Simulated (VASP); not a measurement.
# WC (P-6m2) in VASP: single point with PBE

Aim: the single point of WC with PBE.

Everything below comes from runs of VASP 6.6.1. Logs are shortened: lines on timing, memory, paths and dates and some standing lists are left out, and cuts for length are marked.

### 1 The cell of the first run

It takes space group P-6m2 (No. 187, hexagonal). Conventional cell: a = 2.922 Å, b = 2.922 Å, c = 2.847 Å, α = 90.00°, β = 90.00°, γ = 120.00°. W (site symmetry -6m2) has 6 C at 2.21 Å and 8 W at 2.85 to 2.92 Å within 3.0 Å. C (site symmetry -6m2) has 6 W at 2.21 Å and 8 C at 2.85 to 2.92 Å within 3.0 Å.

### 2 Single point, PBE

Contents of INCAR:

```
ALGO = Normal
EDIFF = 1E-6
ENCUT = 600
GGA = PE
GGA_COMPAT = False
ISIF = 2
ISMEAR = -1
ISYM = 0
LASPH = True
LCHARG = False
LREAL = False
LWAVE = False
NBANDS = 16
NELM = 120
PREC = Accurate
SIGMA = 0.1
```

Contents of KPOINTS:

```
k-points
0
Gamma
  12 12 14
```

Contents of POSCAR:

```
WC
1.0
    2.8470769657      0.0000000000      0.0000000000
    0.0000000000      2.9217712149      0.0000000000
    0.0000000000     -1.4608856074      2.5303280961
W C
1 1
Direct
    0.0000000000      0.0000000000      0.0000000000
    0.5000000000      0.3333333333      0.6666666667
```

Potentials or basis: VASP PAW PBE potentials, release 64 (W_sv, C).

Run with:

```bash
$ cat potpaw_PBE.64/W_sv/POTCAR potpaw_PBE.64/C/POTCAR > POTCAR
$ mpirun -np 1 vasp_std > vasp.out
```

OUTCAR:

```text
EDIFF = 1E-6
   ENCUT = 600
   GGA = PE
   ISIF = 2
   ISMEAR = -1
   ISYM = 0
   LASPH = True
   LREAL = False
   NELM = 120
   PREC = Accurate

 ion  position               nearest neighbor table
   1  0.000  0.000  0.000-   2 2.21   2 2.21   2 2.21   2 2.21   2 2.21   2 2.21
   2  0.500  0.333  0.667-   1 2.21   1 2.21   1 2.21   1 2.21   1 2.21   1 2.21

IMPORTANT INFORMATION: All symmetrisations will be switched off!
NOSYMM: (Re-)initialisation of all symmetry stuff for point group C_1.

----------------------------------------------------------------------------------------

                                     Primitive cell

  volume of cell :      21.0486

  direct lattice vectors                    reciprocal lattice vectors
     2.847076966  0.000000000  0.000000000     0.351237431  0.000000000  0.000000000
     0.000000000  2.921771215  0.000000000     0.000000000  0.342258146  0.197602833
     0.000000000 -1.460885607  2.530328096     0.000000000  0.000000000  0.395205666

  length of vectors
     2.847076966  2.921771215  2.921771215     0.351237431  0.395205666  0.395205666

  position of ions in fractional coordinates (direct lattice)
     0.000000000  0.000000000  0.000000000
     0.500000000  0.333333333  0.666666667

  ion indices of the primitive-cell ions
   primitive index   ion index
                 1           1
                 2           2

----------------------------------------------------------------------------------------

 KPOINTS: k-points

Automatic generation of k-mesh.
 Grid dimensions read from file:
 generate k-points for:   12   12   14

 Generating k-lattice:

  Cartesian coordinates                     Fractional coordinates (reciprocal lattice)
     0.029269786  0.000000000  0.000000000     0.083333333  0.000000000  0.000000000
     0.000000000  0.028521512  0.016466903     0.000000000  0.083333333  0.000000000
     0.000000000  0.000000000  0.028228976     0.000000000  0.000000000  0.071428571

  Length of vectors
     0.029269786  0.032933805  0.028228976

  Shift w.r.t. Gamma in fractional coordinates (k-lattice)
     0.000000000  0.000000000  0.000000000

 -----------------------------------------------------------------------------
|                                                                             |
|           W    W    AA    RRRRR   N    N  II  N    N   GGGG   !!!           |
|           W    W   A  A   R    R  NN   N  II  NN   N  G    G  !!!           |
|           W    W  A    A  R    R  N N  N  II  N N  N  G       !!!           |
|           W WW W  AAAAAA  RRRRR   N  N N  II  N  N N  G  GGG   !            |
|           WW  WW  A    A  R   R   N   NN  II  N   NN  G    G                |
|           W    W  A    A  R    R  N    N  II  N    N   GGGG   !!!           |
|                                                                             |
|     Your reciprocal lattice and k-lattice belong to different lattice       |
|     classes:                                                                |
|                                                                             |
|        The reciprocal lattice is hexagonal,                                 |
|        whereas your k-lattice is simple monoclinic.                         |
|                                                                             |
|     Results are often still useful ...                                      |
|                                                                             |
 -----------------------------------------------------------------------------

 WARNING: IBZKPT: internal override: KBLOWUP is changed to .FALSE.
      ... skipping the blow-up phase ...

 Subroutine IBZKPT returns following result:
 ===========================================

 Found   1012 irreducible k-points:

 Following reciprocal coordinates:
            Coordinates               Weight
  0.000000  0.000000  0.000000      1.000000
  0.083333  0.000000  0.000000      2.000000
  0.166667  0.000000  0.000000      2.000000
  0.250000  0.000000  0.000000      2.000000
  0.333333  0.000000  0.000000      2.000000
  0.416667  0.000000  0.000000      2.000000
[... 16 lines left out ...]
  0.250000  0.166667  0.000000      2.000000
  0.333333  0.166667  0.000000      2.000000
 [... further k-points ...]
   k-points           NKPTS =   1012   k-points in BZ     NKDIM =   1012   number of bands    NBANDS=     16
   number of dos      NEDOS =    301   number of ions     NIONS =      2
   total plane-waves  NPLWV =  13824
   dimension x,y,z NGX =    24 NGY =   24 NGZ =   24
   dimension x,y,z NGXF=    48 NGYF=   48 NGZF=   48
   ions per type =               1   1
   NGX,Y,Z   is equivalent  to a cutoff of  14.01, 13.66, 13.66 a.u.
   NGXF,Y,Z  is equivalent  to a cutoff of  28.03, 27.31, 27.31 a.u.
 SYSTEM =  unknown system
   PREC   = accura    normal or accurate (medium, high low for compatibility)
   ISTART =      0    job   : 0-new  1-cont  2-samecut
   ICHARG =      2    charge: 1-file 2-atom 10-const
   ISPIN  =      1    spin polarized calculation?
   LNONCOLLINEAR =      F non collinear calculations
   LSORBIT =      F    spin-orbit coupling
   LASPH  =      T    aspherical Exc in radial PAW
   ENCUT  =  600.0 eV  44.10 Ry    6.64 a.u.   5.69  5.84  5.84*2*pi/ulx,y,z
   NELM   =    120;   NELMIN=  2; NELMDL= -5     # of ELM steps
   EDIFF  = 0.1E-05   stopping-criterion for ELM
   LREAL  =      F    real-space projection
   EDIFFG = 0.1E-04   stopping-criterion for IOM
   NSW    =      0    number of steps for IOM
   IBRION =     -1    ionic relax: 0-MD 1-quasi-New 2-CG
   NFREE  =      0    steps in history (QN), initial steepest desc. (CG)
   ISIF   =      2    stress and relaxation
   ISYM   =      0    0-nonsym 1-usesym 2-fastsym
   POTIM  = 0.5000    time-step for ionic-motion
   TEBEG  =    0.0;   TEEND  =   0.0 temperature during run
   PSTRESS=    0.0 pullay stress
   NELECT =      18.0000    total number of electrons
   NUPDOWN=      -1.0000    fix difference up-down
   EMIN   =  10.00;   EMAX   =-10.00  energy-range for DOS
   EFERMI =   0.00;   METHOD = LEGACY
   ISMEAR =    -1;   SIGMA  =   0.10  broadening in eV -4-tet -1-fermi 0-gaus
   EFERMI_NEDOS =   21; number of points for ismear=-14 and -15
   IALGO  =     38    algorithm
   IMIX   =      4    mixing-type and parameters
     AMIX     =   0.40;   BMIX     =  1.00
     AMIX_MAG =   1.60;   BMIX_MAG =  1.00
  volume/ion in A,a.u.               =      10.52        71.02
  Fermi-wavevector in a.u.,A,eV,Ry     =   1.553907  2.936458 32.852978  2.414626
  Thomas-Fermi vector in A             =   2.658070
   LORBIT       =      0    0 simple, 1 ext, 2 COOP (PROOUT), +10 PAW based schemes
   GGA     = PE    functional components
   LHFCALC =     F    Hartree Fock is set to
   AEXX    =    0.0000 exact exchange contribution
   IVDW    =     0    specifies the selected vdW correction
   LEPSILON=     F    determine dielectric tensor
   LRPA    =     F    only Hartree local field effects (RPA)
 non-spin polarized calculation
  energy-cutoff  :      600.00
  volume of cell :       21.05
 maximum number of plane-waves:       715
   NGX = 11   NGY = 11   NGZ = 11

 number of electron      18.0000000 magnetization

 Free energy of the ion-electron system (eV)
  ---------------------------------------------------
  ext. energy  EPLUGINS =         0.00000000
  ---------------------------------------------------
  free energy    TOTEN  =       -22.45531539 eV

  energy without entropy =      -22.44570096  energy(sigma->0) =      -22.45050818

 E-fermi :  10.8789     XC(G=0): -13.7207

 val. band max:       10.8506089762   @ k =   0.3333   0.0833   0.0000
 cond. band min:      10.9023992336   @ k =  -0.4167   0.0833   0.0714
 fundamental gap:      0.0517902573
 Fermi energy:        10.8789353948

 k-point     1 :       0.0000    0.0000    0.0000
  band No.  band energies     occupation
      1     -63.1556      2.00000
      2     -27.1331      2.00000
      3     -27.0414      2.00000
      4     -27.0412      2.00000
      5      -3.4658      2.00000
      6       6.6470      2.00000
[... 8 lines left out ...]
     15      25.0921      0.00000
     16      27.4739      0.00000

 k-point     2 :       0.0833    0.0000    0.0000
  band No.  band energies     occupation
      1     -63.1530      2.00000
      2     -27.1831      2.00000
      3     -27.0371      2.00000
      4     -27.0369      2.00000
      5      -3.2990      2.00000
      6       6.5570      2.00000
[... 8 lines left out ...]
     15      25.4803      0.00000
     16      27.5192      0.00000

 k-point     3 :       0.1667    0.0000    0.0000
  band No.  band energies     occupation
      1     -63.1460      2.00000
      2     -27.3179      2.00000
      3     -27.0253      2.00000
      4     -27.0251      2.00000
      5      -2.8184      2.00000
      6       6.1551      2.00000
[... 8 lines left out ...]
     15      26.4196      0.00000
     16      27.9961      0.00000

 k-point     4 :       0.2500    0.0000    0.0000
  band No.  band energies     occupation
      1     -63.1363      2.00000
      2     -27.4977      2.00000
      3     -27.0092      2.00000
      4     -27.0090      2.00000
      5      -2.0768      2.00000
      6       5.3159      2.00000
[... 8 lines left out ...]
     15      26.7631      0.00000
     16      29.2725      0.00000
[... 324 lines left out ...]
 k-point    22 :       0.1667    0.1667    0.0000
  band No.  band energies     occupation
      1     -63.1325      2.00000
      2     -27.2904      2.00000
      3     -27.2203      2.00000
      4     -27.0702      2.00000
      5      -2.2096      2.00000
      6       6.3256      2.00000
[... 8 lines left out ...]
     15      24.2909      0.00000
     16      28.8309      0.00000

 k-point    23 :       0.2500    0.1667    0.0000
  band No.  band energies     occupation
      1     -63.1229      2.00000
      2     -27.4652      2.00000
      3     -27.2027      2.00000
      4     -27.0534      2.00000
      5      -1.5731      2.00000
      6       5.5416      2.00000
[... 8 lines left out ...]
     15      24.7475      0.00000
     16      29.4341      0.00000

 k-point    24 :       0.3333    0.1667    0.0000
  band No.  band energies     occupation
      1     -63.1133      2.00000
      2     -27.6365      2.00000
      3     -27.1839      2.00000
      4     -27.0365      2.00000
      5      -0.8158      2.00000
      6       4.5000      2.00000
[... 8 lines left out ...]
     15      25.4523      0.00000
     16      28.2953      0.00000

 [... further k-points ...]
[... 5 lines left out ...]
  --------------------------------------------------------------------------------------
  -------------------------------------------------------------------------------------
  Total        0.1354562      0.1384583      0.1262042      0.0000006      0.0008934      0.0000003
  in kB       10.3106765     10.5391922      9.6064356      0.0000425      0.0680007      0.0000210
  external PRESSURE =      10.1521015 kB  Pullay stress =       0.0000000 kB

 VOLUME and BASIS-vectors are now :
 -----------------------------------------------------------------------------
  energy-cutoff  :      600.00
  volume of cell :       21.05
      direct lattice vectors                 reciprocal lattice vectors
     2.847076966  0.000000000  0.000000000     0.351237431  0.000000000  0.000000000
     0.000000000  2.921771215  0.000000000     0.000000000  0.342258146  0.197602833
     0.000000000 -1.460885607  2.530328096     0.000000000  0.000000000  0.395205666

 POSITION                                       TOTAL-FORCE (eV/Angst)
 -----------------------------------------------------------------------------------
      0.00000      0.00000      0.00000         0.000000     -0.000177      0.000155
      1.42354     -0.00000      1.68689        -0.000000      0.000177     -0.000155
 -----------------------------------------------------------------------------------
    total drift:                               -0.000000      0.000002     -0.000002

  FREE ENERGIE OF THE ION-ELECTRON SYSTEM (eV)
  ---------------------------------------------------
  free  energy   TOTEN  =       -22.4553153899 eV

  energy  without entropy=      -22.4457009644  energy(sigma->0) =      -22.45050818
```

Wall time 7.8 min (1 thread of Oxide Virtual Turin-like, shared host); peak memory 0.46 GiB.

What came out:

```
Free energy            : -22.4553 eV
Pressure               : 1.0 GPa
Band gap on the k mesh : zero (bands 9 and 10 overlap by 1.26 eV)
```

Stress tensor (GPa, compression positive):
```
1.03 0.00 0.00
0.00 1.05 0.01
0.00 0.01 0.96
```

Caveat: spin-orbit coupling is left out, which moves the levels of the heavy elements.

The gap in the log of VASP goes by the Fermi energy; the results here count the filled bands.